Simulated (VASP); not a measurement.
# Ga (Fd-3m) in VASP: further runs, part 2 of 3

VASP 6.6.1. The steps go on from the part before.

## Step 3: Single point, LDA

INCAR reads:

```
SYSTEM = Ga
PREC = Accurate ; ENCUT = 520
EDIFF = 1E-6 ; ISMEAR = -1
SIGMA = 0.08 ; LREAL = .False.
LASPH = .True. ; NELM = 80
ALGO = Normal ; ISIF = 2
LWAVE = .False. ; LCHARG = .False.
GGA = CA ; NBANDS = 20
```

KPOINTS reads:

```
Automatic mesh
0
Gamma
  13 13 13
  0 0 0
```

POSCAR reads:

```
Ga
1.0
    0.0000000000      2.4582487101      2.4582487101
    2.4582487101      0.0000000000      2.4582487101
    2.4582487101      2.4582487101      0.0000000000
Ga
2
Direct
   -0.1250000000     -0.1250000000     -0.1250000000
    0.1250000000      0.1250000000      0.1250000000
```

Potentials or basis: VASP PAW LDA potentials, release 64 (Ga_d).

Run with:

```sh
cat potpaw_LDA.64/Ga_d/POTCAR > POTCAR
mpirun -np 1 vasp_std > vasp.out
```

OUTCAR:

```text
SYSTEM = Ga
   PREC = Accurate
   ENCUT = 520
   EDIFF = 1E-6
   ISMEAR = -1
   LREAL = .False.
   LASPH = .True.
   NELM = 80
   ISIF = 2
   GGA = CA

 ion  position               nearest neighbor table
   1  0.875  0.875  0.875-   2 2.13   2 2.13   2 2.13   2 2.13
   2  0.125  0.125  0.125-   1 2.13   1 2.13   1 2.13   1 2.13

  LATTYP: Found a face centered cubic cell.
 ALAT       =     4.9164974202

  Lattice vectors:

 A1 = (   0.0000000000,   2.4582487101,   2.4582487101)
 A2 = (   2.4582487101,   0.0000000000,   2.4582487101)
 A3 = (   2.4582487101,   2.4582487101,   0.0000000000)

Analysis of symmetry for initial positions (statically):
=====================================================================
 Subroutine PRICEL returns:
 Original cell was already a primitive cell.

 Routine SETGRP: Setting up the symmetry group for a
 face centered cubic supercell.

 Subroutine GETGRP returns: Found 48 space group operations
 (whereof 12 operations were pure point group operations)
 out of a pool of 48 trial point group operations.

The static configuration has the point symmetry D_3d.
 The point group associated with its full space group is O_h .

Analysis of symmetry for dynamics (positions and initial velocities):
=====================================================================
 Subroutine PRICEL returns:
 Original cell was already a primitive cell.

 Routine SETGRP: Setting up the symmetry group for a
 face centered cubic supercell.

 Subroutine GETGRP returns: Found 48 space group operations
 (whereof 12 operations were pure point group operations)
 out of a pool of 48 trial point group operations.

The dynamic configuration has the point symmetry D_3d.
 The point group associated with its full space group is O_h .

 Subroutine INISYM returns: Found 48 space group operations
[... 110 lines left out ...]
   EMIN   =  10.00;   EMAX   =-10.00  energy-range for DOS
   EFERMI =   0.00;   METHOD = LEGACY
   ISMEAR =    -1;   SIGMA  =   0.08  broadening in eV -4-tet -1-fermi 0-gaus
   EFERMI_NEDOS =   21; number of points for ismear=-14 and -15
   IALGO  =     38    algorithm
   IMIX   =      4    mixing-type and parameters
     AMIX     =   0.40;   BMIX     =  1.00
     AMIX_MAG =   1.60;   BMIX_MAG =  1.00
  volume/ion in A,a.u.               =      14.86       100.25
  Fermi-wavevector in a.u.,A,eV,Ry     =   1.565898  2.959118 33.361981  2.452036
  Thomas-Fermi vector in A             =   2.668306
   LORBIT       =      0    0 simple, 1 ext, 2 COOP (PROOUT), +10 PAW based schemes
   GGA     = CA    functional components
   LHFCALC =     F    Hartree Fock is set to
   AEXX    =    0.0000 exact exchange contribution
   IVDW    =     0    specifies the selected vdW correction
   LEPSILON=     F    determine dielectric tensor
   LRPA    =     F    only Hartree local field effects (RPA)
 non-spin polarized calculation
  energy-cutoff  :      520.00
  volume of cell :       29.71
 maximum number of plane-waves:       821
 NGX is ok and might be reduce to    28
   NGX = 13   NGY = 13   NGZ = 13

 number of electron      26.0000015 magnetization

 Free energy of the ion-electron system (eV)
  ---------------------------------------------------
  ext. energy  EPLUGINS =         0.00000000
  ---------------------------------------------------
  free energy    TOTEN  =        -4.59543911 eV

  energy without entropy =       -4.58425187  energy(sigma->0) =       -4.58984549

 E-fermi :   6.9833     XC(G=0): -12.3085

 val. band max:        6.9349866724   @ k =   0.3077   0.3077   0.0000
 cond. band min:       7.0855799646   @ k =   0.3846   0.3077   0.0769
 fundamental gap:      0.1505932922
 Fermi energy:         6.9832638687

 k-point     1 :       0.0000    0.0000    0.0000
  band No.  band energies     occupation
      1      -8.9992      2.00000
      2      -8.9992      2.00000
      3      -8.9992      2.00000
      4      -8.9171      2.00000
      5      -8.9171      2.00000
      6      -8.0120      2.00000
[... 541 lines left out ...]
     19      20.0711      0.00000
     20      24.6040      0.00000

 [... further k-points ...]

------------------------ aborting loop because EDIFF is reached ----------------------------------------

  FORCE on cell =-STRESS in cart. coord.  units (eV):
  Direction    XX          YY          ZZ          XY          YZ          ZX
  --------------------------------------------------------------------------------------
  -------------------------------------------------------------------------------------
  Total       10.7564509     10.7564509     10.7564509      0.0000000     -0.0000000     -0.0000000
  in kB      580.0589412    580.0589412    580.0589412      0.0000000     -0.0000000     -0.0000000
  external PRESSURE =     580.0589412 kB  Pullay stress =       0.0000000 kB

 VOLUME and BASIS-vectors are now :
 -----------------------------------------------------------------------------
  energy-cutoff  :      520.00
  volume of cell :       29.71
      direct lattice vectors                 reciprocal lattice vectors
     0.000000000  2.458248710  2.458248710    -0.203396832  0.203396832  0.203396832
     2.458248710  0.000000000  2.458248710     0.203396832 -0.203396832  0.203396832
     2.458248710  2.458248710  0.000000000     0.203396832  0.203396832 -0.203396832

 POSITION                                       TOTAL-FORCE (eV/Angst)
 -----------------------------------------------------------------------------------
      4.30194      4.30194      4.30194         0.000000      0.000000      0.000000
      0.61456      0.61456      0.61456        -0.000000     -0.000000     -0.000000
 -----------------------------------------------------------------------------------
    total drift:                                0.000000     -0.000000     -0.000000

  FREE ENERGIE OF THE ION-ELECTRON SYSTEM (eV)
  ---------------------------------------------------
  free  energy   TOTEN  =        -4.5954391127 eV

  energy  without entropy=       -4.5842518683  energy(sigma->0) =       -4.58984549
```

OSZICAR:

```text
N       E                     dE             d eps       ncg     rms          rms(c)
DAV:   1     0.131332612372E+03    0.13133E+03   -0.13222E+04  3756   0.264E+03
DAV:   2     0.639630586399E+01   -0.12494E+03   -0.12111E+03  3436   0.390E+02
DAV:   3    -0.459104076848E+01   -0.10987E+02   -0.10927E+02  3784   0.978E+01
DAV:   4    -0.475661198832E+01   -0.16557E+00   -0.16548E+00  3812   0.126E+01
DAV:   5    -0.475950947012E+01   -0.28975E-02   -0.28973E-02  3992   0.162E+00    0.294E+00
DAV:   6    -0.463855291194E+01    0.12096E+00   -0.11627E-01  4456   0.743E+00    0.150E+00
DAV:   7    -0.459797609704E+01    0.40577E-01   -0.26142E-02  4852   0.273E+00    0.291E-01
DAV:   8    -0.459539352288E+01    0.25826E-02   -0.77043E-03  3760   0.110E+00    0.343E-02
DAV:   9    -0.459545016987E+01   -0.56647E-04   -0.51210E-04  4388   0.278E-01    0.129E-02
DAV:  10    -0.459543919650E+01    0.10973E-04   -0.95283E-05  4268   0.168E-01    0.190E-03
DAV:  11    -0.459543911266E+01    0.83843E-07   -0.32489E-06  3780   0.171E-02
   1 F= -.45954391E+01 E0= -.45898455E+01  d E =-.111872E-01
```

stdout:

```text
POSCAR found type information on POSCAR Ga
 POSCAR found :  1 types and       2 ions
 scaLAPACK will be used
 LDA part: xc-table for (Slater(with rela. corr.)+CA(PZ))
 , standard interpolation
 POSCAR, INCAR and KPOINTS ok, starting setup
 FFT: planning ... GRIDC
 FFT: planning ... GRID_SOFT
 FFT: planning ... GRID
 WAVECAR not read
 entering main loop
```

Run time: 39 s. Hardware: 1 thread of Intel Xeon Platinum 8259CL at 2.50GHz (Skylake/Cascade Lake), shared host; peak memory 0.16 GiB.

What came out:

- Free energy: -4.5954 eV
- Pressure: 58.0 GPa
- Band gap on the k mesh: zero (bands 13 and 14 overlap by 7.14 eV)

Levels at points of the mesh, in eV from the Fermi level:
```tsv
k point	band 9	band 10	band 11	band 12	band 13	band 14	band 15	band 16	band 17	band 18
(0.00, 0.00, 0.00)	-14.72	-14.72	-12.90	4.69	4.69	4.69	6.52	6.52	6.52	9.54
```

Caveat: the cell stands under pressure.

## Step 4: Relaxation of cell and atoms, LDA, target pressure 57 GPa, at which the enthalpy is minimised

This run uses another cell than the first one, of 13.40 Å³/atom.

INCAR reads:

```
SYSTEM = Ga
PREC = Accurate
ENCUT = 600
EDIFF = 1E-6
ISMEAR = -1
SIGMA = 0.08
LREAL = .False.
LASPH = .True.
NELM = 80
ALGO = Normal
ISIF = 3
LWAVE = .False.
LCHARG = .False.
IBRION = 2
NSW = 60
EDIFFG = -0.005
PSTRESS = 570.0
```

KPOINTS is that of step 3.

POSCAR reads:

```
Ga
1.0
    0.0000000000      2.3750732994      2.3750732994
    2.3750732994      0.0000000000      2.3750732994
    2.3750732994      2.3750732994      0.0000000000
Ga
2
Direct
   -0.1250000000     -0.1250000000     -0.1250000000
    0.1250000000      0.1250000000      0.1250000000
```

Run with:

```sh
cat potpaw_LDA.64/Ga_d/POTCAR > POTCAR
mpirun -np 1 vasp_std > vasp.out
```

Wall time 3.4 min (1 thread of Intel Xeon Platinum 8259CL at 2.50GHz (Skylake/Cascade Lake), shared host); peak memory 0.17 GiB.

It converged, with:

```yaml
Free_energy: -4.6295 eV
Relaxed_volume: 14.90 Å³/atom
Relaxed_cell: a = 3.480 Å, b = 3.480 Å, c = 3.480 Å, α = 60.00°, β = 60.00°, γ = 60.00°
Space_group_after_relaxing_to_0.1_Å: Fd-3m (No. 227)
Energy_change_on_relaxing_the_run_minimises_the_enthalpy: -685.4 meV/atom
Ionic_steps: 14
Pressure_after_relaxing: 57.0 GPa
Band_gap_on_the_k_mesh: zero (bands 13 and 14 overlap by 7.11 eV)
```

The path:
```csv
step,energy change (eV),largest force (eV/Å),pressure (GPa),volume (Å³)
1,0.0000,0.0000,91.23,26.80
2,-3.1094,0.0000,10.34,39.50
3,-1.5080,0.0000,53.76,30.21
4,-1.3906,0.0000,56.62,29.86
5,-1.3680,0.0000,57.25,29.80
6,-1.3683,0.0000,57.23,29.80
7,-1.3690,0.0000,57.09,29.80
8,-1.3690,0.0000,57.20,29.80
9,-1.3691,0.0000,57.20,29.80
10,-1.3691,0.0000,57.20,29.80
11,-1.3692,0.0000,57.20,29.80
12,-1.3694,0.0000,57.19,29.80
13,-1.3699,0.0000,57.19,29.81
14,-1.3708,0.0000,57.04,29.81
```

Final structure:
```
Ga
1.0
     0.00000    2.46095    2.46095
     2.46095    0.00000    2.46095
     2.46095    2.46095    0.00000
Ga
2
Direct
  0.87500 0.87500 0.87500
  0.12500 0.12500 0.12500
```

Levels at points of the mesh, in eV from the Fermi level:
```csv
k point,band 9,band 10,band 11,band 12,band 13,band 14,band 15,band 16,band 17
"(0.00, 0.00, 0.00)",-14.71,-14.71,-12.87,4.68,4.68,4.68,6.50,6.50,6.50
```

Caveat: the cell is relaxed towards a set pressure, so the run minimises the enthalpy, not the energy.

(Continued in part 3 of 3.)
